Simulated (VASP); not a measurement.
Re, 2 atoms in the cell. The structure is hexagonal, space group P6_3/mmc (No. 194). Conventional cell: a = 2.736 Å, b = 2.736 Å, c = 4.418 Å, α = 90.00°, β = 90.00°, γ = 120.00°. Within 3.6 Å of Re (site symmetry -6m2) lie 12 Re at 2.72 to 2.74 Å. 

| Property | Result |
| --- | --- |
| Program | VASP 6.6.1 |
| Task | single point |
| Functional | PBE |
| Potentials or basis | VASP PAW PBE potentials, release 64 (Re) |
| Cutoff | 520 eV |
| k mesh | 12 × 12 × 7 |
| Occupations | methfessel-paxton, width 0.1 eV |
| Spin | no spin polarisation |
| Dipole correction | no |
| Further INCAR settings | ALGO = Normal; EDIFF = 1e-06; NBANDS = 14 |

Potentials or basis: VASP PAW PBE potentials, release 64 (Re).

Run with:

```bash
$ cat potpaw_PBE.64/Re/POTCAR > POTCAR
$ mpirun -np 1 vasp_std > vasp.out
```

Hardware: 1 thread of AMD EPYC 7R43 64-Core Processor (Zen 3) (shared host).

Q: How long does it take, and how much memory?

A: It took 24 s on 1 thread of AMD EPYC 7R43 64-Core Processor (Zen 3) (shared host), peak memory 0.12 GiB. Counts: scf iterations 12, k points 76.
